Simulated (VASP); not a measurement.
Write the native input for VASP 6.6.1 that does the following.

```yaml
Task: single point
Functional: PBE
Potentials_or_basis: VASP PAW PBE potentials, release 64 (Co)
Cutoff: 520 eV
k_mesh: 18 × 18 × 18
Occupations: fermi-dirac, width 0.05 eV
Spin: collinear spin, ferromagnetic start
Starting_moments: "[2.0] μB"
Dipole_correction: no
Further_INCAR_settings: ALGO = Normal; EDIFF = 1e-06; NBANDS = 14
```

The structure of Co lies in POSCAR:

```
Co
1.0
    0.0000000000      1.7418947116      1.7418947116
    1.7418947116      0.0000000000      1.7418947116
    1.7418947116      1.7418947116      0.0000000000
Co
1
Direct
    0.0000000000      0.0000000000      0.0000000000
```

This isn't the form of Co at room conditions, which is hcp.

One way to write it, as run:

INCAR

```
PREC = Accurate
ENCUT = 520
EDIFF = 1E-6
ISMEAR = -1
SIGMA = 0.05
LREAL = False
LASPH = True
NELM = 150
ALGO = Normal
ISIF = 2
LWAVE = False
LCHARG = False
ISPIN = 2
MAGMOM = 2
LORBIT = 11
LMAXMIX = 4
GGA = PE
NBANDS = 14
```

KPOINTS

```
regular mesh
0
Gamma
  18 18 18
```

Potentials or basis: VASP PAW PBE potentials, release 64 (Co).

The run is started by

```sh
$ cat potpaw_PBE.64/Co/POTCAR > POTCAR
$ mpirun -np 1 vasp_std > vasp.out
```

Results of the run:

```yaml
Pressure: 6.3 GPa
Net_moment: 1.62 μB per cell
Site_moments: Co +1.63 μB
Valence_electrons_inside_the_program's_atomic_spheres: Co 8.32
```

Caveat: the cell stands under pressure.

It took 92 s on 1 thread of Intel Xeon 8259CL, with other jobs on the host, peak memory 0.16 GiB.
